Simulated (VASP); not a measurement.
# Sb (Pm-3m) in VASP: further runs

Runs on Sb. Level: PBEsol. Tasks: electric field gradients.

Everything below comes from runs of VASP 6.6.1. Logs are shortened: lines on timing, memory, paths and dates and some standing lists are left out, and cuts for length are marked.

## (1) The cell of the first run

The structure is cubic, space group Pm-3m (No. 221). The conventional cell has a = 3.139 Å, b = 3.139 Å, c = 3.139 Å, α = 90.00°, β = 90.00°, γ = 90.00°. Within 4.1 Å of Sb (site symmetry m-3m) lie 6 Sb at 3.14 Å.

## (2) Electric field gradients, PBEsol (volume scaled by 0.98)

The input, INCAR:

```
SYSTEM = Sb
PREC = Accurate
ENCUT = 520
EDIFF = 1E-8
ISMEAR = -1
SIGMA = 0.08
LREAL = .FALSE.
LASPH = .TRUE.
NELM = 100
ALGO = Normal
ISIF = 2
LWAVE = .FALSE.
LCHARG = .FALSE.
GGA = PS
LEFG = .TRUE.
NBANDS = 8
```

The input, KPOINTS:

```
Automatic mesh
0
G
  12 12 12
  0 0 0
```

The input, POSCAR:

```
Sb
1.0
    3.1387913073      0.0000000000      0.0000000000
    0.0000000000      3.1387913073      0.0000000000
    0.0000000000      0.0000000000      3.1387913073
Sb
1
Direct
    0.0000000000      0.0000000000      0.0000000000
```

Potentials or basis: VASP PAW PBE potentials, release 64 (Sb).

Launch:

```
cat potpaw_PBE.64/Sb/POTCAR > POTCAR
mpirun -np 1 vasp_std > vasp.out
```

OUTCAR:

```text
SYSTEM = Sb
   PREC = Accurate
   ENCUT = 520
   EDIFF = 1E-8
   ISMEAR = -1
   LREAL = .FALSE.
   LASPH = .TRUE.
   NELM = 100
   ISIF = 2
   GGA = PS

 ion  position               nearest neighbor table
   1  0.000  0.000  0.000-

  LATTYP: Found a simple cubic cell.
 ALAT       =     3.1387913073

  Lattice vectors:

 A1 = (   3.1387913073,   0.0000000000,   0.0000000000)
 A2 = (   0.0000000000,   3.1387913073,   0.0000000000)
 A3 = (   0.0000000000,   0.0000000000,   3.1387913073)

Analysis of symmetry for initial positions (statically):
=====================================================================
 Subroutine PRICEL returns:
 Original cell was already a primitive cell.

 Routine SETGRP: Setting up the symmetry group for a
 simple cubic supercell.

 Subroutine GETGRP returns: Found 48 space group operations
 (whereof 48 operations were pure point group operations)
 out of a pool of 48 trial point group operations.

The static configuration has the point symmetry O_h .

Analysis of symmetry for dynamics (positions and initial velocities):
=====================================================================
 Subroutine PRICEL returns:
 Original cell was already a primitive cell.

 Routine SETGRP: Setting up the symmetry group for a
 simple cubic supercell.

 Subroutine GETGRP returns: Found 48 space group operations
 (whereof 48 operations were pure point group operations)
 out of a pool of 48 trial point group operations.

The dynamic configuration has the point symmetry O_h .

 Subroutine INISYM returns: Found 48 space group operations
 (whereof 48 operations are pure point group operations),
 and found     1 'primitive' translations

----------------------------------------------------------------------------------------

                                     Primitive cell

  volume of cell :      30.9234

  direct lattice vectors                    reciprocal lattice vectors
     3.138791307  0.000000000  0.000000000     0.318593975  0.000000000  0.000000000
     0.000000000  3.138791307  0.000000000     0.000000000  0.318593975  0.000000000
     0.000000000  0.000000000  3.138791307     0.000000000  0.000000000  0.318593975

  length of vectors
     3.138791307  3.138791307  3.138791307     0.318593975  0.318593975  0.318593975

  position of ions in fractional coordinates (direct lattice)
     0.000000000  0.000000000  0.000000000

  ion indices of the primitive-cell ions
   primitive index   ion index
                 1           1

----------------------------------------------------------------------------------------

 KPOINTS: Automatic mesh

Automatic generation of k-mesh.
 Grid dimensions read from file:
 generate k-points for:   12   12   12

 Generating k-lattice:

  Cartesian coordinates                     Fractional coordinates (reciprocal lattice)
     0.026549498  0.000000000  0.000000000     0.083333333  0.000000000  0.000000000
     0.000000000  0.026549498  0.000000000     0.000000000  0.083333333  0.000000000
     0.000000000  0.000000000  0.026549498     0.000000000  0.000000000  0.083333333

  Length of vectors
     0.026549498  0.026549498  0.026549498

  Shift w.r.t. Gamma in fractional coordinates (k-lattice)
     0.000000000  0.000000000  0.000000000

 Subroutine IBZKPT returns following result:
 ===========================================

 Found     84 irreducible k-points:

 Following reciprocal coordinates:
            Coordinates               Weight
  0.000000  0.000000  0.000000      1.000000
  0.083333  0.000000  0.000000      6.000000
  0.166667  0.000000  0.000000      6.000000
  0.250000  0.000000  0.000000      6.000000
  0.333333  0.000000  0.000000      6.000000
  0.416667  0.000000  0.000000      6.000000
[... 16 lines left out ...]
  0.333333  0.333333  0.000000     12.000000
  0.416667  0.333333  0.000000     24.000000
 [... further k-points ...]
   k-points           NKPTS =     84   k-points in BZ     NKDIM =     84   number of bands    NBANDS=      8
   number of dos      NEDOS =    301   number of ions     NIONS =      1
   total plane-waves  NPLWV =  13824
   dimension x,y,z NGX =    24 NGY =   24 NGZ =   24
   dimension x,y,z NGXF=    48 NGYF=   48 NGZF=   48
   ions per type =               1
   NGX,Y,Z   is equivalent  to a cutoff of  12.71, 12.71, 12.71 a.u.
   NGXF,Y,Z  is equivalent  to a cutoff of  25.42, 25.42, 25.42 a.u.
 SYSTEM =  Sb
   PREC   = accura    normal or accurate (medium, high low for compatibility)
   ISTART =      0    job   : 0-new  1-cont  2-samecut
   ICHARG =      2    charge: 1-file 2-atom 10-const
   ISPIN  =      1    spin polarized calculation?
   LNONCOLLINEAR =      F non collinear calculations
   LSORBIT =      F    spin-orbit coupling
   LASPH  =      T    aspherical Exc in radial PAW
   ENCUT  =  520.0 eV  38.22 Ry    6.18 a.u.   5.84  5.84  5.84*2*pi/ulx,y,z
   NELM   =    100;   NELMIN=  2; NELMDL= -5     # of ELM steps
   EDIFF  = 0.1E-07   stopping-criterion for ELM
   LREAL  =      F    real-space projection
   EDIFFG = 0.1E-06   stopping-criterion for IOM
   NSW    =      0    number of steps for IOM
   IBRION =     -1    ionic relax: 0-MD 1-quasi-New 2-CG
   NFREE  =      0    steps in history (QN), initial steepest desc. (CG)
   ISIF   =      2    stress and relaxation
   ISYM   =      2    0-nonsym 1-usesym 2-fastsym
   POTIM  = 0.5000    time-step for ionic-motion
   TEBEG  =    0.0;   TEEND  =   0.0 temperature during run
   PSTRESS=    0.0 pullay stress
   NELECT =       5.0000    total number of electrons
   NUPDOWN=      -1.0000    fix difference up-down
   EMIN   =  10.00;   EMAX   =-10.00  energy-range for DOS
   EFERMI =   0.00;   METHOD = LEGACY
   ISMEAR =    -1;   SIGMA  =   0.08  broadening in eV -4-tet -1-fermi 0-gaus
   EFERMI_NEDOS =   21; number of points for ismear=-14 and -15
   IALGO  =     38    algorithm
   IMIX   =      4    mixing-type and parameters
     AMIX     =   0.40;   BMIX     =  1.00
     AMIX_MAG =   1.60;   BMIX_MAG =  1.00
  volume/ion in A,a.u.               =      30.92       208.68
  Fermi-wavevector in a.u.,A,eV,Ry     =   0.891872  1.685393 10.822552  0.795435
  Thomas-Fermi vector in A             =   2.013748
   LORBIT       =      0    0 simple, 1 ext, 2 COOP (PROOUT), +10 PAW based schemes
   GGA     = PS    functional components
   LHFCALC =     F    Hartree Fock is set to
   AEXX    =    0.0000 exact exchange contribution
   IVDW    =     0    specifies the selected vdW correction
   LEPSILON=     F    determine dielectric tensor
   LRPA    =     F    only Hartree local field effects (RPA)
 non-spin polarized calculation
  energy-cutoff  :      520.00
  volume of cell :       30.92
 maximum number of plane-waves:       852
 NGX is ok and might be reduce to    24
   NGX = 11   NGY = 11   NGZ = 11

 number of electron       5.0000000 magnetization

 Free energy of the ion-electron system (eV)
  ---------------------------------------------------
  ext. energy  EPLUGINS =         0.00000000
  ---------------------------------------------------
  free energy    TOTEN  =        -4.49991154 eV

  energy without entropy =       -4.48435616  energy(sigma->0) =       -4.49213385

 E-fermi :   6.6111     XC(G=0):  -9.6033

 val. band max:        6.5973874014   @ k =   0.4167   0.2500   0.0833
 cond. band min:       6.6665206865   @ k =   0.1667   0.0833   0.0000
 fundamental gap:      0.0691332851
 Fermi energy:         6.6110645693

 k-point     1 :       0.0000    0.0000    0.0000
  band No.  band energies     occupation
      1      -5.5870      2.00000
      2       9.7115      0.00000
      3       9.7115      0.00000
      4       9.7115      0.00000
      5      13.4555      0.00000
      6      13.4555      0.00000
      7      14.4586      0.00000
      8      24.0664      0.00000

 k-point     2 :       0.0833    0.0000    0.0000
  band No.  band energies     occupation
      1      -5.4901      2.00000
      2       8.5491      0.00000
      3       9.8060      0.00000
      4       9.8060      0.00000
      5      13.5344      0.00000
      6      14.0294      0.00000
      7      15.2694      0.00000
      8      23.1617      0.00000
[... 221 lines left out ...]
 k-point    23 :       0.3333    0.3333    0.0000
  band No.  band energies     occupation
      1      -2.7102      2.00000
      2       4.1170      2.00000
      3       4.4705      2.00000
      4      11.7211      0.00000
      5      12.2823      0.00000
      6      16.5125      0.00000
      7      20.0652      0.00000
      8      20.3160      0.00000

 k-point    24 :       0.4167    0.3333    0.0000
  band No.  band energies     occupation
      1      -2.1089      2.00000
      2       3.0022      2.00000
      3       4.8023      2.00000
      4      10.6541      0.00000
      5      12.7175      0.00000
      6      17.2110      0.00000
      7      19.3381      0.00000
      8      19.5543      0.00000

 [... further k-points ...]

------------------------ aborting loop because EDIFF is reached ----------------------------------------

  FORCE on cell =-STRESS in cart. coord.  units (eV):
  Direction    XX          YY          ZZ          XY          YZ          ZX
  --------------------------------------------------------------------------------------
  -------------------------------------------------------------------------------------
  Total       -0.7239872     -0.7239872     -0.7239872      0.0000000      0.0000000     -0.0000000
  in kB      -37.5106095    -37.5106095    -37.5106095      0.0000000      0.0000000     -0.0000000
  external PRESSURE =     -37.5106095 kB  Pullay stress =       0.0000000 kB

 VOLUME and BASIS-vectors are now :
 -----------------------------------------------------------------------------
  energy-cutoff  :      520.00
  volume of cell :       30.92
      direct lattice vectors                 reciprocal lattice vectors
     3.138791307  0.000000000  0.000000000     0.318593975  0.000000000  0.000000000
     0.000000000  3.138791307  0.000000000     0.000000000  0.318593975  0.000000000
     0.000000000  0.000000000  3.138791307     0.000000000  0.000000000  0.318593975

 POSITION                                       TOTAL-FORCE (eV/Angst)
 -----------------------------------------------------------------------------------
      0.00000      0.00000      0.00000         0.000000      0.000000      0.000000
 -----------------------------------------------------------------------------------
    total drift:                               -0.000000      0.000000      0.000000

  FREE ENERGIE OF THE ION-ELECTRON SYSTEM (eV)
  ---------------------------------------------------
  free  energy   TOTEN  =        -4.4999115386 eV

  energy  without entropy=       -4.4843561597  energy(sigma->0) =       -4.49213385

 Electric field gradients (V/A^2)
---------------------------------------------------------------------
 ion       V_xx      V_yy      V_zz      V_xy      V_xz      V_yz
---------------------------------------------------------------------
   1       0.000     0.000    -0.000    -0.000     0.000    -0.000
---------------------------------------------------------------------

 Electric field gradients after diagonalization (V/A^2)
 (convention: |V_zz| > |V_xx| > |V_yy|)
----------------------------------------------------------------------
 ion       V_xx      V_yy      V_zz     asymmetry (V_yy - V_xx)/ V_zz
----------------------------------------------------------------------
   1       0.000     0.000    -0.000       0.051
----------------------------------------------------------------------

           NMR quadrupolar parameters

 Cq : quadrupolar parameter    Cq=e*Q*V_zz/h
 eta: asymmetry parameters     (V_yy - V_xx)/ V_zz
 Q  : nuclear electric quadrupole moment in mb (millibarn)
----------------------------------------------------------------------
 ion       Cq(MHz)       eta       Q (mb)
----------------------------------------------------------------------
   1      -0.000       0.051       1.000
----------------------------------------------------------------------
```

Wall time 7.5 s (1 thread of Intel Xeon 6975P-C, shared host); peak memory 0.14 GiB.

What came out:

| Quantity | Value |
| --- | --- |
| Free energy | -4.4999 eV |
| Pressure | -3.8 GPa |

Caveat: without QUAD_EFG the Cq values of the log hold for a quadrupole moment of 1 mb, not for the nuclei; the PAW data sets were made with another functional, which shifts forces and pressure a little; spin-orbit coupling is left out, which moves the levels of the heavy elements.

## (3) Electric field gradients, PBEsol (volume scaled by 0.98)

The input, INCAR:

```
PREC     = Accurate       # precision mode
ENCUT    = 520            # plane-wave cutoff, eV
EDIFF    = 1E-8           # SCF threshold, eV
ISMEAR   = -1             # smearing method
SIGMA    = 0.08           # smearing width, eV
LREAL    = F              # projectors in reciprocal space
LASPH    = T              # aspherical terms in the spheres
NELM     = 80             # most SCF steps
ALGO     = Normal         # electronic algorithm
ISIF     = 2              # what is computed and relaxed
LWAVE    = F              # write WAVECAR
LCHARG   = F              # write CHGCAR
GGA      = PS             # functional
LEFG     = T            
NBANDS   = 8              # bands
```

The input, KPOINTS:

```
regular mesh
0
Gamma
  12 12 12
```

POSCAR is that of step 2.

Potentials or basis: VASP PAW PBE potentials, release 64 (Sb).

Launch:

```
cat potpaw_PBE.64/Sb/POTCAR > POTCAR
mpirun -np 1 vasp_std > vasp.out
```

OUTCAR:

```text
PREC = Accurate
   ENCUT = 520
   EDIFF = 1E-8
   ISMEAR = -1
   LREAL = F
   LASPH = T
   NELM = 80
   ISIF = 2
   GGA = PS

 ion  position               nearest neighbor table
   1  0.000  0.000  0.000-

  LATTYP: Found a simple cubic cell.
 ALAT       =     3.1387913073

  Lattice vectors:

 A1 = (   3.1387913073,   0.0000000000,   0.0000000000)
 A2 = (   0.0000000000,   3.1387913073,   0.0000000000)
 A3 = (   0.0000000000,   0.0000000000,   3.1387913073)

Analysis of symmetry for initial positions (statically):
[... 468 lines left out ...]

  FREE ENERGIE OF THE ION-ELECTRON SYSTEM (eV)
  ---------------------------------------------------
  free  energy   TOTEN  =        -4.4999115386 eV

  energy  without entropy=       -4.4843561597  energy(sigma->0) =       -4.49213385

 Electric field gradients (V/A^2)
---------------------------------------------------------------------
 ion       V_xx      V_yy      V_zz      V_xy      V_xz      V_yz
---------------------------------------------------------------------
   1       0.000     0.000    -0.000    -0.000     0.000    -0.000
---------------------------------------------------------------------

 Electric field gradients after diagonalization (V/A^2)
 (convention: |V_zz| > |V_xx| > |V_yy|)
----------------------------------------------------------------------
 ion       V_xx      V_yy      V_zz     asymmetry (V_yy - V_xx)/ V_zz
----------------------------------------------------------------------
   1       0.000     0.000    -0.000       0.051
----------------------------------------------------------------------

           NMR quadrupolar parameters

 Cq : quadrupolar parameter    Cq=e*Q*V_zz/h
 eta: asymmetry parameters     (V_yy - V_xx)/ V_zz
 Q  : nuclear electric quadrupole moment in mb (millibarn)
----------------------------------------------------------------------
 ion       Cq(MHz)       eta       Q (mb)
----------------------------------------------------------------------
   1      -0.000       0.051       1.000
----------------------------------------------------------------------
```

OSZICAR:

```text
N       E                     dE             d eps       ncg     rms          rms(c)
DAV:   1     0.473027286528E+01    0.47303E+01   -0.16935E+03  1352   0.413E+02
DAV:   2    -0.438790960449E+01   -0.91182E+01   -0.88715E+01  1904   0.532E+01
DAV:   3    -0.450079194352E+01   -0.11288E+00   -0.11280E+00  1584   0.662E+00
DAV:   4    -0.450121915710E+01   -0.42721E-03   -0.42721E-03  2024   0.489E-01
DAV:   5    -0.450122092179E+01   -0.17647E-05   -0.17642E-05  1696   0.200E-02    0.173E+00
DAV:   6    -0.450046326884E+01    0.75765E-03   -0.58655E-04  1688   0.142E-01    0.102E+00
DAV:   7    -0.449990446100E+01    0.55881E-03   -0.13663E-03  1488   0.212E-01    0.616E-02
DAV:   8    -0.449991076866E+01   -0.63077E-05   -0.39614E-05  1968   0.418E-02    0.543E-03
DAV:   9    -0.449991164783E+01   -0.87916E-06   -0.75328E-07  1776   0.628E-03    0.182E-03
DAV:  10    -0.449991147539E+01    0.17244E-06   -0.21792E-07  1800   0.239E-03    0.360E-04
DAV:  11    -0.449991151608E+01   -0.40690E-07   -0.27208E-09  1632   0.341E-04    0.100E-04
DAV:  12    -0.449991152857E+01   -0.12487E-07   -0.12583E-09  1088   0.194E-04    0.116E-04
DAV:  13    -0.449991153989E+01   -0.11321E-07   -0.39026E-11   888   0.452E-05    0.215E-05
DAV:  14    -0.449991153857E+01    0.13162E-08   -0.15794E-12   880   0.120E-05
   1 F= -.44999115E+01 E0= -.44921338E+01  d E =-.155554E-01
```

Wall time 5.2 s (1 thread of Intel Xeon 6975P-C (Granite Rapids), shared host); peak memory 0.14 GiB.

Results:

| Quantity | Value |
| --- | --- |
| Free energy | -4.4999 eV |
| Pressure | -3.8 GPa |

Caveat: without QUAD_EFG the Cq values of the log hold for a quadrupole moment of 1 mb, not for the nuclei; the PAW data sets were made with another functional, which shifts forces and pressure a little; spin-orbit coupling is left out, which moves the levels of the heavy elements.
